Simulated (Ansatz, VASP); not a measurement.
# GaSi: VASP beside Ansatz

Contents of INCAR:

```
ALGO = Normal
EDIFF = 1E-6
ENCUT = 520
GGA = PE
ISIF = 2
ISMEAR = 0
LASPH = T
LCHARG = F
LREAL = F
LWAVE = F
NBANDS = 44
NELM = 80
PREC = Accurate
SIGMA = 0.1
```

The input KPOINTS:

```
k-points
0
Gamma
  6 2 4
```

Contents of POSCAR:

```
GaSi
1.0
    2.7246283506      0.0000000000      0.0000000000
    0.0000000000     10.1314636803      0.0000000000
   -0.1973683091      0.0000000000      4.9642648176
Ga Si
4 4
Direct
    0.9370891501      0.2500000000      0.2552725996
    0.5353249750      0.7500000000      0.2467968413
    0.4646750250      0.2500000000      0.7532031587
    0.0629108499      0.7500000000      0.7447274004
    0.9856713772      0.5105265973      0.2498918110
    0.9856713772      0.9894734027      0.2498918110
    0.0143286228      0.4894734027      0.7501081890
    0.0143286228      0.0105265973      0.7501081890
```

Input for Ansatz:

```yaml
crystal:
  lattice:
    - [2.7246283506, 0.0, 0.0]
    - [0.0, 10.1314636803, 0.0]
    - [-0.1973683091, 0.0, 4.9642648176]
  atoms:
    - { symbol: Ga, position: [0.9370891501, 0.25, 0.2552725996] }
    - { symbol: Ga, position: [0.535324975, 0.75, 0.2467968413] }
    - { symbol: Ga, position: [0.464675025, 0.25, 0.7532031587] }
    - { symbol: Ga, position: [0.0629108499, 0.75, 0.7447274004] }
    - { symbol: Si, position: [0.9856713772, 0.5105265973, 0.249891811] }
    - { symbol: Si, position: [0.9856713772, 0.9894734027, 0.249891811] }
    - { symbol: Si, position: [0.0143286228, 0.4894734027, 0.750108189] }
    - { symbol: Si, position: [0.0143286228, 0.0105265973, 0.750108189] }
basis:
  ecutwfc: 420
kpoints:
  mp_grid: { grid: [6, 2, 4] }
hamiltonian:
  xc: pbe
scf:
  occupations: { method: gaussian, width: 0.1 }
  lower_state_search: "off"
output:
  forces: true
  stress: true
  eigenvalues: true
```

Change from the starting cell: the structure that the rattled cell fell into.

Alike in both runs: task single point; functional PBE; k mesh 6 × 2 × 4; occupations gaussian, width 0.1 eV; no spin polarisation.

```csv
,VASP,Ansatz
version,VASP 6.6.1,Ansatz 0.2.0
potentials or method,"VASP PAW PBE potentials, release 64 (Ga_d, Si), cutoff 520 eV","scalar-relativistic, plane waves, PAW"
valence electrons in the cell,68,68
```

VASP gave:

```
gap on the k mesh at the Fermi level (eV)                     : none
pressure (GPa)                                                : -0.2
traceless stress, the component that is largest in VASP (GPa) : -3.54
rms of the force components (eV/Å)                            : 0.010
```

Estimate Ansatz's values.

gap on the k mesh at the Fermi level (eV): none; pressure (GPa): -0.2; traceless stress, the component that is largest in VASP (GPa): -3.55; rms of the force components (eV/Å): 0.010.

Atom by atom the forces differ by 0.000 eV/Å (rms over components). A gap of «none» marks a metal or a gap that the smearing closes.

The k mesh is coarse, so the values compare programs but aren't converged.
